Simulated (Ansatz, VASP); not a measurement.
# Two plane-wave programs on CdS

```
CELL_PARAMETERS angstrom
0.00000 2.69133 2.69133
2.69133 0.00000 2.69133
2.69133 2.69133 0.00000
ATOMIC_POSITIONS crystal
Cd 0.00000 0.00000 0.00000
S 0.50000 0.50000 0.50000
```

Change from the starting cell: volume scaled by 0.94, PAW files.

Alike in both runs: task single point; functional PBE; k mesh 13 × 13 × 13; occupations fermi-dirac, width 0.1 eV; no spin polarisation.

```csv
,VASP,Ansatz
version,VASP 6.6.1,Ansatz 0.2.0
potentials or method,"VASP PAW PBE potentials, release 64 (Cd, S)","PAW with Ansatz's default frozen-core files, scalar-relativistic"
plane-wave cutoff (eV),520,420
valence electrons in the cell,18,26
```

```csv
,VASP,Ansatz,Ansatz less VASP
pressure (GPa),5.7,5.2,-0.51
```

VASP's potentials hold 18 valence electrons a cell and Ansatz's 26, so a difference there can come from the potentials and not from the codes.
